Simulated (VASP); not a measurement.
# LaF2 (Cmmm) in VASP: single point with PBE

Aim: the single point of LaF2 with PBE.

All numbers are computed with VASP 6.6.1; they aren't measurements. Logs are shortened: lines on timing, memory, paths and dates and some standing lists are left out, and cuts for length are marked.

## (1) The cell of the first run

The structure is orthorhombic, space group Cmmm (No. 65). Conventional cell: a = 3.830 Å, b = 6.849 Å, c = 4.478 Å, α = 90.00°, β = 90.00°, γ = 90.00°. Within 2.6 Å of La (site symmetry mmm) lie 4 F at 1.96 Å. Within 2.5 Å of F (site symmetry 2/m) lie 2 F at 1.91 Å and 2 La at 1.96 Å.

## (2) Single point, PBE

File INCAR:

```
PREC = Accurate ; ENCUT = 520
EDIFF = 1E-6 ; ISMEAR = 0
SIGMA = 0.1 ; LREAL = F
LASPH = T ; NELM = 80
ALGO = Normal ; ISIF = 2
LWAVE = F ; LCHARG = T
GGA = PE ; LELF = T
LVHAR = T ; NBANDS = 20
```

File KPOINTS:

```
regular mesh
0
Gamma
  6 6 4
```

File POSCAR:

```
LaF2
1.0
    1.9148525900     -3.4245548000      0.0000000000
    1.9148525900      3.4245548000      0.0000000000
    0.0000000000      0.0000000000      4.4783965600
La F
1 2
Direct
    0.0000000000      0.0000000000      0.5000000000
    0.0000000000      0.5000000000      0.5000000000
    0.5000000000      0.0000000000      0.5000000000
```

Potentials or basis: VASP PAW PBE potentials, release 64 (La, F).

Launch:

```sh
cat potpaw_PBE.64/La/POTCAR potpaw_PBE.64/F/POTCAR > POTCAR
mpirun -np 1 vasp_std > vasp.out
```

OUTCAR:

```text
PREC = Accurate
   ENCUT = 520
   EDIFF = 1E-6
   ISMEAR = 0
   LREAL = F
   LASPH = T
   NELM = 80
   ISIF = 2
   GGA = PE

 ion  position               nearest neighbor table
   1  0.000  0.000  0.500-   2 1.96   3 1.96   2 1.96   3 1.96
   2  0.000  0.500  0.500-   1 1.96   1 1.96
   3  0.500  0.000  0.500-   1 1.96   1 1.96

  LATTYP: Found a base centered orthorhombic cell.
 ALAT       =     3.8297051800
 B/A-ratio  =     1.7884169350
 C/A-ratio  =     1.1693841561

  Lattice vectors:

 A1 = (   1.9148525900,  -3.4245548000,   0.0000000000)
 A2 = (   1.9148525900,   3.4245548000,   0.0000000000)
 A3 = (   0.0000000000,   0.0000000000,   4.4783965600)

Analysis of symmetry for initial positions (statically):
=====================================================================
 Subroutine PRICEL returns:
 Original cell was already a primitive cell.

 Routine SETGRP: Setting up the symmetry group for a
 base centered orthorhombic supercell.

 Subroutine GETGRP returns: Found  8 space group operations
 (whereof  8 operations were pure point group operations)
 out of a pool of  8 trial point group operations.

The static configuration has the point symmetry D_2h.

Analysis of symmetry for dynamics (positions and initial velocities):
=====================================================================
 Subroutine PRICEL returns:
 Original cell was already a primitive cell.

 Routine SETGRP: Setting up the symmetry group for a
 base centered orthorhombic supercell.

 Subroutine GETGRP returns: Found  8 space group operations
 (whereof  8 operations were pure point group operations)
 out of a pool of  8 trial point group operations.

The dynamic configuration has the point symmetry D_2h.

 Subroutine INISYM returns: Found  8 space group operations
 (whereof  8 operations are pure point group operations),
 and found     1 'primitive' translations

----------------------------------------------------------------------------------------

                                     Primitive cell

  volume of cell :      58.7343

  direct lattice vectors                    reciprocal lattice vectors
     1.914852590 -3.424554800  0.000000000     0.261116706 -0.146004380  0.000000000
     1.914852590  3.424554800  0.000000000     0.261116706  0.146004380  0.000000000
     0.000000000  0.000000000  4.478396560     0.000000000  0.000000000  0.223294205

  length of vectors
     3.923548906  3.923548906  4.478396560     0.299164191  0.299164191  0.223294205

  position of ions in fractional coordinates (direct lattice)
     0.000000000  0.000000000  0.500000000
     0.000000000  0.500000000  0.500000000
     0.500000000  0.000000000  0.500000000

  ion indices of the primitive-cell ions
   primitive index   ion index
                 1           1
                 2           2
                 3           3

----------------------------------------------------------------------------------------

 KPOINTS: regular mesh

Automatic generation of k-mesh.
 Grid dimensions read from file:
 generate k-points for:    6    6    4

 Generating k-lattice:

  Cartesian coordinates                     Fractional coordinates (reciprocal lattice)
     0.043519451 -0.024334063  0.000000000     0.166666667  0.000000000  0.000000000
     0.043519451  0.024334063  0.000000000     0.000000000  0.166666667  0.000000000
     0.000000000  0.000000000  0.055823551     0.000000000  0.000000000  0.250000000

  Length of vectors
     0.049860698  0.049860698  0.055823551

  Shift w.r.t. Gamma in fractional coordinates (k-lattice)
     0.000000000  0.000000000  0.000000000

 Subroutine IBZKPT returns following result:
 ===========================================

 Found     39 irreducible k-points:

 Following reciprocal coordinates:
            Coordinates               Weight
  0.000000  0.000000  0.000000      1.000000
  0.166667  0.000000  0.000000      4.000000
  0.333333  0.000000  0.000000      4.000000
  0.500000  0.000000  0.000000      2.000000
  0.166667  0.166667  0.000000      2.000000
  0.333333  0.166667  0.000000      4.000000
[... 16 lines left out ...]
  0.333333  0.333333  0.250000      4.000000
  0.500000  0.333333  0.250000      8.000000
 [... further k-points ...]
   k-points           NKPTS =     39   k-points in BZ     NKDIM =     39   number of bands    NBANDS=     20
   number of dos      NEDOS =    301   number of ions     NIONS =      3
   total plane-waves  NPLWV =  32400
   dimension x,y,z NGX =    30 NGY =   30 NGZ =   36
   dimension x,y,z NGXF=    60 NGYF=   60 NGZF=   72
   ions per type =               1   2
   NGX,Y,Z   is equivalent  to a cutoff of  12.71, 12.71, 13.36 a.u.
   NGXF,Y,Z  is equivalent  to a cutoff of  25.42, 25.42, 26.73 a.u.
 SYSTEM =  unknown system
   PREC   = accura    normal or accurate (medium, high low for compatibility)
   ISTART =      0    job   : 0-new  1-cont  2-samecut
   ICHARG =      2    charge: 1-file 2-atom 10-const
   ISPIN  =      1    spin polarized calculation?
   LNONCOLLINEAR =      F non collinear calculations
   LSORBIT =      F    spin-orbit coupling
   LASPH  =      T    aspherical Exc in radial PAW
   ENCUT  =  520.0 eV  38.22 Ry    6.18 a.u.   7.30  7.30  8.33*2*pi/ulx,y,z
   NELM   =     80;   NELMIN=  2; NELMDL= -5     # of ELM steps
   EDIFF  = 0.1E-05   stopping-criterion for ELM
   LREAL  =      F    real-space projection
   EDIFFG = 0.1E-04   stopping-criterion for IOM
   NSW    =      0    number of steps for IOM
   IBRION =     -1    ionic relax: 0-MD 1-quasi-New 2-CG
   NFREE  =      0    steps in history (QN), initial steepest desc. (CG)
   ISIF   =      2    stress and relaxation
   ISYM   =      2    0-nonsym 1-usesym 2-fastsym
   POTIM  = 0.5000    time-step for ionic-motion
   TEBEG  =    0.0;   TEEND  =   0.0 temperature during run
   PSTRESS=    0.0 pullay stress
   NELECT =      25.0000    total number of electrons
   NUPDOWN=      -1.0000    fix difference up-down
   EMIN   =  10.00;   EMAX   =-10.00  energy-range for DOS
   EFERMI =   0.00;   METHOD = LEGACY
   ISMEAR =     0;   SIGMA  =   0.10  broadening in eV -4-tet -1-fermi 0-gaus
   EFERMI_NEDOS =   21; number of points for ismear=-14 and -15
   IALGO  =     38    algorithm
   IMIX   =      4    mixing-type and parameters
     AMIX     =   0.40;   BMIX     =  1.00
     AMIX_MAG =   1.60;   BMIX_MAG =  1.00
  volume/ion in A,a.u.               =      19.58       132.12
  Fermi-wavevector in a.u.,A,eV,Ry     =   1.231471  2.327143 20.633516  1.516521
  Thomas-Fermi vector in A             =   2.366279
   LORBIT       =      0    0 simple, 1 ext, 2 COOP (PROOUT), +10 PAW based schemes
   GGA     = PE    functional components
   LHFCALC =     F    Hartree Fock is set to
   AEXX    =    0.0000 exact exchange contribution
   IVDW    =     0    specifies the selected vdW correction
   LEPSILON=     F    determine dielectric tensor
   LRPA    =     F    only Hartree local field effects (RPA)
 non-spin polarized calculation
 Gauss-broadening in eV      SIGMA  =   0.10
  energy-cutoff  :      520.00
  volume of cell :       58.73
 maximum number of plane-waves:      1600
 NGX is ok and might be reduce to    30
   NGX = 15   NGY = 15   NGZ = 17

 number of electron      24.9999993 magnetization

 Free energy of the ion-electron system (eV)
  ---------------------------------------------------
  ext. energy  EPLUGINS =         0.00000000
  ---------------------------------------------------
  free energy    TOTEN  =       -11.86589011 eV

  energy without entropy =      -11.86118540  energy(sigma->0) =      -11.86353776

 E-fermi :   6.4151     XC(G=0):  -8.8327

 val. band max:        6.4079909257   @ k =   0.5000   0.5000   0.0000
 cond. band min:       6.4300166083   @ k =   0.0000   0.0000   0.2500
 fundamental gap:      0.0220256827
 Fermi energy:         6.4151171047

 k-point     1 :       0.0000    0.0000    0.0000
  band No.  band energies     occupation
      1     -27.8749      2.00000
      2     -20.0109      2.00000
      3     -19.9730      2.00000
      4     -13.7753      2.00000
      5     -11.5476      2.00000
      6     -10.3553      2.00000
[... 12 lines left out ...]
     19      10.0473      0.00000
     20      10.1349      0.00000

 k-point     2 :       0.1667    0.0000    0.0000
  band No.  band energies     occupation
      1     -27.7254      2.00000
      2     -20.7069      2.00000
      3     -20.0355      2.00000
      4     -13.0522      2.00000
      5     -11.2175      2.00000
      6     -10.2738      2.00000
[... 12 lines left out ...]
     19      10.0143      0.00000
     20      10.0408      0.00000

 k-point     3 :       0.3333    0.0000    0.0000
  band No.  band energies     occupation
      1     -27.3755      2.00000
      2     -21.8944      2.00000
      3     -20.1180      2.00000
      4     -12.5765      2.00000
      5     -10.1014      2.00000
      6      -9.4702      2.00000
[... 12 lines left out ...]
     19       9.7837      0.00000
     20      10.0164      0.00000

 k-point     4 :       0.5000    0.0000    0.0000
  band No.  band energies     occupation
      1     -27.1627      2.00000
      2     -22.4435      2.00000
      3     -20.1582      2.00000
      4     -12.5558      2.00000
      5     -10.0097      2.00000
      6      -7.8828      2.00000
[... 12 lines left out ...]
     19       9.7837      0.00000
     20      10.0163      0.00000

 k-point     5 :       0.1667    0.1667    0.0000
  band No.  band energies     occupation
      1     -27.5171      2.00000
      2     -21.3017      2.00000
      3     -20.2700      2.00000
      4     -12.0956      2.00000
      5     -11.2255      2.00000
      6     -10.1637      2.00000
[... 12 lines left out ...]
     19       9.8269      0.00000
     20      10.0632      0.00000
[... 353 lines left out ...]
      6      -9.4046      2.00000
[... 12 lines left out ...]
     19       9.7074      0.00000
     20       9.9259      0.00000

 k-point    22 :      -0.1667    0.1667    0.2500
  band No.  band energies     occupation
      1     -27.6448      2.00000
      2     -21.0830      2.00000
      3     -20.1196      2.00000
      4     -12.2469      2.00000
      5     -10.9431      2.00000
      6     -10.3224      2.00000
[... 12 lines left out ...]
     19       9.9863      0.00000
     20      10.0436      0.00000

 k-point    23 :       0.3333    0.3333    0.2500
  band No.  band energies     occupation
      1     -26.8472      2.00000
      2     -23.0521      2.00000
      3     -20.5666      2.00000
      4      -9.9736      2.00000
      5      -9.7617      2.00000
      6      -8.9864      2.00000
[... 12 lines left out ...]
     19       9.4878      0.00000
     20       9.5221      0.00000

 k-point    24 :       0.5000    0.3333    0.2500
  band No.  band energies     occupation
      1     -26.7594      2.00000
      2     -23.3423      2.00000
      3     -20.5025      2.00000
      4      -9.9623      2.00000
      5      -9.4334      2.00000
      6      -7.4532      2.00000
[... 12 lines left out ...]
     19       9.4269      0.00000
     20       9.5192      0.00000

 [... further k-points ...]

------------------------ aborting loop because EDIFF is reached ----------------------------------------

  FORCE on cell =-STRESS in cart. coord.  units (eV):
  Direction    XX          YY          ZZ          XY          YZ          ZX
  --------------------------------------------------------------------------------------
  -------------------------------------------------------------------------------------
  Total       33.5184895     41.2697747     -0.1245211      0.0000000      0.0000000      0.0000000
  in kB      914.3300891   1125.7725899     -3.3967347      0.0000000      0.0000000      0.0000000
  external PRESSURE =     678.9019815 kB  Pullay stress =       0.0000000 kB

 VOLUME and BASIS-vectors are now :
 -----------------------------------------------------------------------------
  energy-cutoff  :      520.00
  volume of cell :       58.73
      direct lattice vectors                 reciprocal lattice vectors
     1.914852590 -3.424554800  0.000000000     0.261116706 -0.146004380  0.000000000
     1.914852590  3.424554800  0.000000000     0.261116706  0.146004380  0.000000000
     0.000000000  0.000000000  4.478396560     0.000000000  0.000000000  0.223294205

 POSITION                                       TOTAL-FORCE (eV/Angst)
 -----------------------------------------------------------------------------------
      0.00000      0.00000      2.23920        -0.000000     -0.000000      0.000000
      0.95743      1.71228      2.23920        -0.000000     -0.000000      0.000000
      0.95743     -1.71228      2.23920         0.000000      0.000000      0.000000
 -----------------------------------------------------------------------------------
    total drift:                                0.000000      0.000000      0.000000

  FREE ENERGIE OF THE ION-ELECTRON SYSTEM (eV)
  ---------------------------------------------------
  free  energy   TOTEN  =       -11.8658901102 eV

  energy  without entropy=      -11.8611854008  energy(sigma->0) =      -11.86353776
```

Run time: 59 s. Hardware: 1 thread of Intel Xeon Platinum 8259CL at 2.50GHz (Skylake/Cascade Lake), shared host; peak memory 0.21 GiB.

What came out:

```
Free energy : -11.8659 eV
Pressure    : 67.9 GPa
```

Stress tensor (GPa, compression positive):
```
 91.43   0.00   0.00
  0.00 112.58   0.00
  0.00   0.00  -0.34
```

Caveat: spin-orbit coupling is left out, which moves the levels of the heavy elements; an odd number of electrons without spin polarisation forces a metal; a magnetic or distorted state may lie lower.
